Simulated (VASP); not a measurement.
Here is a VASP 6.6.1 calculation.

The input INCAR:

```
  PREC = Accurate
  ENCUT = 520
  EDIFF = 1E-6
  ISMEAR = 0
  SIGMA = 0.1
  LREAL = False
  LASPH = True
  NELM = 60
  ALGO = Fast
  ISIF = 2
  LWAVE = False
  LCHARG = True
  GGA = PE
  LELF = True
  LVHAR = True
  NBANDS = 23
```

Contents of KPOINTS:

```
Automatic mesh
0
Gamma
  12 12 14
```

Contents of POSCAR:

```
K2Ge
1.0
    5.8431097332      0.0000000000      0.0000000000
   -2.9215548666      5.0602814661      0.0000000000
    0.0000000000      0.0000000000      3.3516365022
K Ge
2 1
Direct
    0.6666666667      0.3333333333      0.4993801883
    0.3333333333      0.6666666667      0.5006198117
    0.0000000000      0.0000000000      0.0000000000
```

Potentials or basis: VASP PAW PBE potentials, release 64 (K_sv, Ge_d).

Command:

```console
$ cat potpaw_PBE.64/K_sv/POTCAR potpaw_PBE.64/Ge_d/POTCAR > POTCAR
$ mpirun -np 1 vasp_std > vasp.out
```

(1) Estimate the band gap on the k mesh.

(2) Estimate the pressure.

Answers

(1) zero (bands 16 and 17 overlap by 1.10 eV).

(2) 0.0 GPa.
